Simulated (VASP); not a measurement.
# AlFe3B (Pm-3m) in VASP: notebook

Runs on AlFe3B. Level: PBE. Tasks: single point.

Everything below comes from runs of VASP 6.6.1. Logs are shortened: lines on timing, memory, paths and dates and some standing lists are left out, and cuts for length are marked.

### 1 The cell of the first run

Symmetry: Pm-3m, No. 221, cubic system. Conventional cell: a = 3.740 Å, b = 3.740 Å, c = 3.740 Å, α = 90.00°, β = 90.00°, γ = 90.00°. Within 3.5 Å of Al (site symmetry m-3m) lie 12 Fe at 2.64 Å and 8 B at 3.24 Å. Fe (site symmetry 4/mmm) has 2 B at 1.87 Å within 2.5 Å. Within 2.5 Å of B (site symmetry m-3m) lie 6 Fe at 1.87 Å.

### 2 Single point, PBE, collinear spin, ferromagnetic start (strained)

INCAR reads:

```
SYSTEM = AlFe3B
PREC     = Accurate       ! precision mode
ENCUT    = 520            ! plane-wave cutoff, eV
EDIFF    = 1E-6           ! SCF threshold, eV
ISMEAR   = 0              ! smearing method
SIGMA    = 0.1            ! smearing width, eV
LREAL    = .FALSE.        ! projectors in reciprocal space
LASPH    = .TRUE.         ! aspherical terms in the spheres
NELM     = 150            ! most SCF steps
ALGO     = Normal         ! electronic algorithm
ISIF     = 2              ! what is computed and relaxed
LWAVE    = .FALSE.        ! write WAVECAR
LCHARG   = .FALSE.        ! write CHGCAR
ISPIN    = 2              ! spin polarisation
MAGMOM   = 0 4 4 4 0      ! initial moments
LORBIT   = 11             ! projections on sites
LMAXMIX  = 4              ! l up to which the mixer works
GGA      = PE             ! functional
NBANDS   = 27             ! bands
```

KPOINTS reads:

```
regular mesh
0
G
  10 10 10
  0 0 0
```

POSCAR reads:

```
AlFe3B
1.0
    3.7397216216      0.0000000000      0.0000000000
    0.0000000000      3.7397216216      0.0000000000
    0.0000000000      0.0000000000      3.7397216216
Al Fe B
1 3 1
Direct
    0.5000000000      0.5000000000      0.5000000000
    0.5000000000      0.0000000000      0.0000000000
    0.0000000000      0.5000000000      0.0000000000
    0.0000000000      0.0000000000      0.5000000000
    0.0000000000      0.0000000000      0.0000000000
```

Potentials or basis: VASP PAW PBE potentials, release 64 (Al, Fe, B).

Command:

```console
$ cat potpaw_PBE.64/Al/POTCAR potpaw_PBE.64/Fe/POTCAR potpaw_PBE.64/B/POTCAR > POTCAR
$ mpirun -np 1 vasp_std > vasp.out
```

OUTCAR:

```text
SYSTEM = AlFe3B
   PREC = Accurate
   ENCUT = 520
   EDIFF = 1E-6
   ISMEAR = 0
   LREAL = .FALSE.
   LASPH = .TRUE.
   NELM = 150
   ISIF = 2
   ISPIN = 2
   LORBIT = 11
   GGA = PE

 ion  position               nearest neighbor table
   1  0.500  0.500  0.500-   2 2.64   3 2.64   4 2.64   2 2.64   3 2.64   2 2.64   4 2.64   2 2.64
                             3 2.64   4 2.64   3 2.64   4 2.64
   2  0.500  0.000  0.000-   5 1.87   5 1.87   4 2.64   1 2.64   1 2.64   4 2.64   1 2.64   3 2.64
                             1 2.64   3 2.64   4 2.64   3 2.64   4 2.64   3 2.64
   3  0.000  0.500  0.000-   5 1.87   5 1.87   4 2.64   1 2.64   1 2.64   4 2.64   2 2.64   4 2.64
                             2 2.64   4 2.64   1 2.64   2 2.64   1 2.64   2 2.64
   4  0.000  0.000  0.500-   5 1.87   5 1.87   3 2.64   1 2.64   2 2.64   3 2.64   2 2.64   1 2.64
                             3 2.64   3 2.64   1 2.64   2 2.64   2 2.64   1 2.64
   5  0.000  0.000  0.000-   2 1.87   3 1.87   4 1.87   4 1.87   3 1.87   2 1.87

  LATTYP: Found a simple cubic cell.
 ALAT       =     3.7397216216

  Lattice vectors:

 A1 = (   3.7397216216,   0.0000000000,   0.0000000000)
 A2 = (   0.0000000000,   3.7397216216,   0.0000000000)
 A3 = (   0.0000000000,   0.0000000000,   3.7397216216)

Analysis of symmetry for initial positions (statically):
=====================================================================
 Subroutine PRICEL returns:
 Original cell was already a primitive cell.

 Routine SETGRP: Setting up the symmetry group for a
 simple cubic supercell.

 Subroutine GETGRP returns: Found 48 space group operations
 (whereof 48 operations were pure point group operations)
 out of a pool of 48 trial point group operations.

The static configuration has the point symmetry O_h .

Analysis of symmetry for dynamics (positions and initial velocities):
=====================================================================
 Subroutine PRICEL returns:
 Original cell was already a primitive cell.

 Routine SETGRP: Setting up the symmetry group for a
 simple cubic supercell.

 Subroutine GETGRP returns: Found 48 space group operations
 (whereof 48 operations were pure point group operations)
 out of a pool of 48 trial point group operations.

The dynamic configuration has the point symmetry O_h .

Analysis of structural, dynamic, and magnetic symmetry:
=====================================================================
 Subroutine PRICEL returns:
 Original cell was already a primitive cell.

 Routine SETGRP: Setting up the symmetry group for a
 simple cubic supercell.

 Subroutine GETGRP returns: Found 48 space group operations
 (whereof 48 operations were pure point group operations)
 out of a pool of 48 trial point group operations.

The overall configuration has the point symmetry O_h .

 Subroutine INISYM returns: Found 48 space group operations
 (whereof 48 operations are pure point group operations),
 and found     1 'primitive' translations

----------------------------------------------------------------------------------------

                                     Primitive cell

  volume of cell :      52.3019

  direct lattice vectors                    reciprocal lattice vectors
     3.739721622  0.000000000  0.000000000     0.267399582  0.000000000  0.000000000
     0.000000000  3.739721622  0.000000000     0.000000000  0.267399582  0.000000000
     0.000000000  0.000000000  3.739721622     0.000000000  0.000000000  0.267399582

  length of vectors
     3.739721622  3.739721622  3.739721622     0.267399582  0.267399582  0.267399582

  position of ions in fractional coordinates (direct lattice)
     0.500000000  0.500000000  0.500000000
     0.500000000  0.000000000  0.000000000
     0.000000000  0.500000000  0.000000000
     0.000000000  0.000000000  0.500000000
     0.000000000  0.000000000  0.000000000

  ion indices of the primitive-cell ions
   primitive index   ion index
                 1           1
                 2           2
                 3           3
                 4           4
                 5           5

----------------------------------------------------------------------------------------

 KPOINTS: regular mesh

Automatic generation of k-mesh.
 Grid dimensions read from file:
 generate k-points for:   10   10   10

 Generating k-lattice:

  Cartesian coordinates                     Fractional coordinates (reciprocal lattice)
     0.026739958  0.000000000  0.000000000     0.100000000  0.000000000  0.000000000
     0.000000000  0.026739958  0.000000000     0.000000000  0.100000000  0.000000000
     0.000000000  0.000000000  0.026739958     0.000000000  0.000000000  0.100000000

  Length of vectors
     0.026739958  0.026739958  0.026739958

  Shift w.r.t. Gamma in fractional coordinates (k-lattice)
     0.000000000  0.000000000  0.000000000

 Subroutine IBZKPT returns following result:
 ===========================================

 Found     56 irreducible k-points:

 Following reciprocal coordinates:
            Coordinates               Weight
  0.000000  0.000000  0.000000      1.000000
  0.100000  0.000000  0.000000      6.000000
  0.200000  0.000000  0.000000      6.000000
  0.300000  0.000000  0.000000      6.000000
  0.400000  0.000000  0.000000      6.000000
  0.500000  0.000000  0.000000      3.000000
[... 16 lines left out ...]
  0.200000  0.100000  0.100000     24.000000
  0.300000  0.100000  0.100000     24.000000
 [... further k-points ...]
   k-points           NKPTS =     56   k-points in BZ     NKDIM =     56   number of bands    NBANDS=     27
   number of dos      NEDOS =    301   number of ions     NIONS =      5
   total plane-waves  NPLWV =  21952
   dimension x,y,z NGX =    28 NGY =   28 NGZ =   28
   dimension x,y,z NGXF=    56 NGYF=   56 NGZF=   56
   ions per type =               1   3   1
   NGX,Y,Z   is equivalent  to a cutoff of  12.45, 12.45, 12.45 a.u.
   NGXF,Y,Z  is equivalent  to a cutoff of  24.89, 24.89, 24.89 a.u.
 SYSTEM =  AlFe3B
   PREC   = accura    normal or accurate (medium, high low for compatibility)
   ISTART =      0    job   : 0-new  1-cont  2-samecut
   ICHARG =      2    charge: 1-file 2-atom 10-const
   ISPIN  =      2    spin polarized calculation?
   LNONCOLLINEAR =      F non collinear calculations
   LSORBIT =      F    spin-orbit coupling
   LASPH  =      T    aspherical Exc in radial PAW
   ENCUT  =  520.0 eV  38.22 Ry    6.18 a.u.   6.95  6.95  6.95*2*pi/ulx,y,z
   NELM   =    150;   NELMIN=  2; NELMDL= -5     # of ELM steps
   EDIFF  = 0.1E-05   stopping-criterion for ELM
   LREAL  =      F    real-space projection
   EDIFFG = 0.1E-04   stopping-criterion for IOM
   NSW    =      0    number of steps for IOM
   IBRION =     -1    ionic relax: 0-MD 1-quasi-New 2-CG
   NFREE  =      0    steps in history (QN), initial steepest desc. (CG)
   ISIF   =      2    stress and relaxation
   ISYM   =      2    0-nonsym 1-usesym 2-fastsym
   POTIM  = 0.5000    time-step for ionic-motion
   TEBEG  =    0.0;   TEEND  =   0.0 temperature during run
   PSTRESS=    0.0 pullay stress
   NELECT =      30.0000    total number of electrons
   NUPDOWN=      -1.0000    fix difference up-down
   EMIN   =  10.00;   EMAX   =-10.00  energy-range for DOS
   EFERMI =   0.00;   METHOD = LEGACY
   ISMEAR =     0;   SIGMA  =   0.10  broadening in eV -4-tet -1-fermi 0-gaus
   EFERMI_NEDOS =   21; number of points for ismear=-14 and -15
   IALGO  =     38    algorithm
   IMIX   =      4    mixing-type and parameters
     AMIX     =   0.40;   BMIX     =  1.00
     AMIX_MAG =   1.60;   BMIX_MAG =  1.00
  volume/ion in A,a.u.               =      10.46        70.59
  Fermi-wavevector in a.u.,A,eV,Ry     =   1.360220  2.570444 25.173496  1.850200
  Thomas-Fermi vector in A             =   2.486901
   LORBIT       =     11    0 simple, 1 ext, 2 COOP (PROOUT), +10 PAW based schemes
   GGA     = PE    functional components
   LHFCALC =     F    Hartree Fock is set to
   AEXX    =    0.0000 exact exchange contribution
   IVDW    =     0    specifies the selected vdW correction
   LEPSILON=     F    determine dielectric tensor
   LRPA    =     F    only Hartree local field effects (RPA)
 spin polarized calculation
 Gauss-broadening in eV      SIGMA  =   0.10
  energy-cutoff  :      520.00
  volume of cell :       52.30
 maximum number of plane-waves:      1427
 NGX is ok and might be reduce to    28
   NGX = 13   NGY = 13   NGZ = 13

 number of electron      30.0000000 magnetization      12.0000000

 number of electron      30.0000044 magnetization       4.0041899

 Free energy of the ion-electron system (eV)
  ---------------------------------------------------
  ext. energy  EPLUGINS =         0.00000000
  ---------------------------------------------------
  free energy    TOTEN  =       -35.78745816 eV

  energy without entropy =      -35.77002106  energy(sigma->0) =      -35.77873961

 E-fermi :   7.1878     XC(G=0): -12.5784

 val. band max:        7.1841377562   @ k =   0.4000   0.1000   0.1000
 cond. band min:       7.1894095163   @ k =   0.5000   0.4000   0.4000
 fundamental gap:      0.0052717601
 Fermi energy:         7.1877941642

 spin component 1

 k-point     1 :       0.0000    0.0000    0.0000
  band No.  band energies     occupation
      1      -3.9128      1.00000
      2       0.2173      1.00000
      3       3.4852      1.00000
      4       3.4852      1.00000
      5       3.4852      1.00000
      6       3.6955      1.00000
[... 19 lines left out ...]
     26      19.8330      0.00000
     27      19.8330      0.00000

 k-point     2 :       0.1000    0.0000    0.0000
  band No.  band energies     occupation
      1      -3.8132      1.00000
      2       0.2623      1.00000
      3       3.4886      1.00000
      4       3.4886      1.00000
      5       3.5133      1.00000
      6       3.5715      1.00000
[... 652 lines left out ...]
 k-point    24 :       0.3000    0.1000    0.1000
  band No.  band energies     occupation
      1      -2.8803      1.00000
      2       0.4641      1.00000
      3       2.4852      1.00000
      4       3.2824      1.00000
      5       3.4063      1.00000
      6       3.7100      1.00000
[... 19 lines left out ...]
     26      16.3033      0.00000
     27      16.9218      0.00000

 [... further k-points ...]

 spin component 2

 k-point     1 :       0.0000    0.0000    0.0000
  band No.  band energies     occupation
      1      -3.9174      1.00000
      2       0.4424      1.00000
      3       4.5239      1.00000
      4       4.5239      1.00000
      5       4.6198      1.00000
      6       4.6198      1.00000
[... 19 lines left out ...]
     26      20.1255      0.00000
     27      20.1255      0.00000

 k-point     2 :       0.1000    0.0000    0.0000
  band No.  band energies     occupation
      1      -3.8175      1.00000
      2       0.4780      1.00000
      3       4.1955      1.00000
      4       4.5864      1.00000
      5       4.5865      1.00000
      6       4.6059      1.00000
[... 652 lines left out ...]
 k-point    24 :       0.3000    0.1000    0.1000
  band No.  band energies     occupation
      1      -2.8786      1.00000
      2       0.5432      1.00000
      3       2.7903      1.00000
      4       4.0031      1.00000
      5       4.1110      1.00000
      6       4.4978      1.00000
[... 19 lines left out ...]
     26      16.5393      0.00000
     27      17.1536      0.00000

 [... further k-points ...]

------------------------ aborting loop because EDIFF is reached ----------------------------------------

  FORCE on cell =-STRESS in cart. coord.  units (eV):
  Direction    XX          YY          ZZ          XY          YZ          ZX
  --------------------------------------------------------------------------------------
  -------------------------------------------------------------------------------------
  Total        4.3656186      4.3656186      4.3656186     -0.0000000     -0.0000000      0.0000000
  in kB      133.7329883    133.7329883    133.7329883     -0.0000000     -0.0000000      0.0000000
  external PRESSURE =     133.7329883 kB  Pullay stress =       0.0000000 kB

 VOLUME and BASIS-vectors are now :
 -----------------------------------------------------------------------------
  energy-cutoff  :      520.00
  volume of cell :       52.30
      direct lattice vectors                 reciprocal lattice vectors
     3.739721622  0.000000000  0.000000000     0.267399582  0.000000000  0.000000000
     0.000000000  3.739721622  0.000000000     0.000000000  0.267399582  0.000000000
     0.000000000  0.000000000  3.739721622     0.000000000  0.000000000  0.267399582

 POSITION                                       TOTAL-FORCE (eV/Angst)
 -----------------------------------------------------------------------------------
      1.86986      1.86986      1.86986         0.000000      0.000000      0.000000
      1.86986      0.00000      0.00000         0.000000      0.000000      0.000000
      0.00000      1.86986      0.00000         0.000000      0.000000      0.000000
      0.00000      0.00000      1.86986         0.000000      0.000000      0.000000
      0.00000      0.00000      0.00000         0.000000      0.000000      0.000000
 -----------------------------------------------------------------------------------
    total drift:                                0.000000      0.000000     -0.000000

  FREE ENERGIE OF THE ION-ELECTRON SYSTEM (eV)
  ---------------------------------------------------
  free  energy   TOTEN  =       -35.7874581606 eV

  energy  without entropy=      -35.7700210566  energy(sigma->0) =      -35.77873961

 total charge

# of ion       s       p       d       tot
------------------------------------------
    1        0.392   0.374   0.000   0.767
    2        0.475   0.670   6.465   7.610
    3        0.475   0.670   6.465   7.610
    4        0.475   0.670   6.465   7.610
    5        0.836   1.381   0.000   2.216
--------------------------------------------------
tot          2.654   3.765  19.394  25.812

 magnetization (x)

# of ion       s       p       d       tot
------------------------------------------
    1       -0.017  -0.045   0.000  -0.063
    2       -0.005  -0.022   1.448   1.422
    3       -0.005  -0.022   1.448   1.422
    4       -0.005  -0.022   1.448   1.422
    5       -0.019  -0.103   0.000  -0.121
--------------------------------------------------
tot         -0.050  -0.213   4.344   4.081
```

Wall time 91 s (1 thread of Intel Xeon 6975P-C, shared host); peak memory 0.26 GiB.

What came out:

- Free energy: -35.7875 eV
- Pressure: 13.4 GPa
- Band gap on the k mesh: zero (filled and empty bands overlap)
- Net moment: 4.00 μB per cell
- Site moments: Al -0.06; Fe +1.42; B -0.12 μB
- Valence electrons inside the program's atomic spheres: Al 0.77; Fe 7.61; B 2.22

Caveat: the cell differs from its parent crystal (strained); the cell stands under pressure.

[end of part 1 of 2]
